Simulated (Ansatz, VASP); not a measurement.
Al2Cu: VASP beside Ansatz

```
CELL_PARAMETERS angstrom
-3.02815 -3.02654 2.45158
-3.02760 3.02832 2.45486
-6.03099 -0.00307 -4.87540
ATOMIC_POSITIONS crystal
Al 0.26180 0.57895 0.92121
Al 0.76183 0.07892 0.42126
Al 0.67112 0.98850 0.82862
Al 0.17108 0.48840 0.32864
Al 0.23833 0.92100 0.57879
Al 0.73820 0.42102 0.07876
Al 0.82876 0.51172 0.67142
Al 0.32891 0.01151 0.17135
Cu 0.12555 0.12456 0.87503
Cu 0.62553 0.62448 0.37504
Cu 0.37442 0.37548 0.62494
Cu 0.87447 0.87546 0.12494
```

Change from the starting cell: cell x2, atoms moved at random (sigma 0.1 Å) and cell strained at random (1.5 %), then relaxed without symmetry.

Alike in both runs: functional PBE; k mesh 6 × 6 × 4; occupations gaussian, width 0.2 eV; no spin polarisation.

Ansatz relaxed the structure, and its values are those at the end. VASP's run is a single point on that final structure, the one shown.

```csv
,VASP,Ansatz
version,VASP 6.6.1,Ansatz 0.2.0
potentials or method,"VASP PAW PBE potentials, release 64 (Al, Cu), cutoff 520 eV","scalar-relativistic, plane waves, PAW"
valence electrons in the cell,68,100
```

```csv
,VASP,Ansatz,Ansatz less VASP
gap on the k mesh at the Fermi level (eV),none,none,-
pressure (GPa),0.1,0.0,-0.15
rms of the force components (eV/Å),0.004,0.003,-0.0008
```

A gap of «none» marks a metal or a gap that the smearing closes. VASP's potentials hold 68 valence electrons a cell and Ansatz's 100, so a difference there can come from the potentials and not from the codes.
